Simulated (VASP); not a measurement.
A run of VASP 6.6.1 is set up as follows.

INCAR

```
ALGO     = Normal         # electronic algorithm
EDIFF    = 1E-6           # SCF threshold, eV
ENCUT    = 520            # plane-wave cutoff, eV
GGA      = PS             # functional
ISIF     = 2              # what is computed and relaxed
ISMEAR   = -1             # smearing method
ISPIN    = 2              # spin polarisation
IVDW     = 12             # dispersion correction
LASPH    = T              # aspherical terms in the spheres
LCHARG   = F              # write CHGCAR
LMAXMIX  = 4              # l up to which the mixer works
LORBIT   = 11             # projections on sites
LREAL    = F              # projectors in reciprocal space
LWAVE    = F              # write WAVECAR
MAGMOM   = 1              # initial moments
NBANDS   = 15             # bands
NELM     = 150            # most SCF steps
PREC     = Accurate       # precision mode
SIGMA    = 0.05           # smearing width, eV
```

Contents of KPOINTS:

```
k-points
0
Gamma
  13 13 13
```

Contents of POSCAR:

```
Ni
1.0
   -1.3648447799      1.3648447799      1.3648447799
    1.3648447799     -1.3648447799      1.3648447799
    1.3648447799      1.3648447799     -1.3648447799
Ni
1
Direct
    0.0000000000      0.0000000000      0.0000000000
```

Potentials or basis: VASP PAW PBE potentials, release 64 (Ni).

The run is started by

```bash
$ cat potpaw_PBE.64/Ni/POTCAR > POTCAR
$ mpirun -np 1 vasp_std > vasp.out
```

(1) Estimate the pressure.

(2) What does it give for the site moments?

(3) What does it give for the net moment?

Answers

(1) -0.2 GPa.

(2) Ni +0.54 μB.

(3) 0.54 μB per cell.

Caveat: the PAW data sets were made with another functional, which shifts forces and pressure a little; pairwise dispersion overbinds metals, which lowers pressure and volume.
